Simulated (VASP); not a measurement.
Write the native input for VASP 6.6.1 that does the following.

```yaml
Task: single point
Functional: revPBE
Potentials_or_basis: VASP PAW PBE potentials, release 64 (Cu_sv_GW)
Cutoff: 820 eV
k_mesh: 12 × 12 × 7
Occupations: fermi-dirac, width 0.05 eV
Spin: no spin polarisation
Dipole_correction: no
Further_INCAR_settings: ALGO = Normal; EDIFF = 1e-06; NBANDS = 26
```

The structure of Cu lies in POSCAR:

```
Cu
1.0
    2.5340966698      0.0000000000      0.0000000000
   -1.2670483349      2.1945920917      0.0000000000
    0.0000000000      0.0000000000      4.1125710000
Cu
2
Direct
    0.6666666667      0.3333333333      0.7500000000
    0.3333333333      0.6666666667      0.2500000000
```

This isn't the form of Cu at room conditions, which is fcc.

These files were run (other wordings do the same):

INCAR

```
SYSTEM = Cu
ALGO = Normal
EDIFF = 1E-6
ENCUT = 820
GGA = RE
GGA_COMPAT = .FALSE.
ISIF = 2
ISMEAR = -1
LASPH = .TRUE.
LCHARG = .FALSE.
LREAL = .FALSE.
LWAVE = .FALSE.
NBANDS = 26
NELM = 120
PREC = Accurate
SIGMA = 0.05
```

KPOINTS

```
k-points
0
G
  12 12 7
  0 0 0
```

Potentials or basis: VASP PAW PBE potentials, release 64 (Cu_sv_GW).

Launch:

```console
$ cat potpaw_PBE.64/Cu_sv_GW/POTCAR > POTCAR
$ mpirun -np 1 vasp_std > vasp.out
```

It gave:

The pressure is 9.2 GPa and the band gap on the k mesh is zero (bands 19 and 20 overlap by 5.90 eV).

Caveat: the cell stands under pressure; the PAW data sets were made with another functional, which shifts forces and pressure a little.

Run time: 44 s on 1 thread of Intel(R) Xeon(R) Platinum 8488C (Sapphire Rapids), with other jobs on the host, peak memory 0.22 GiB.
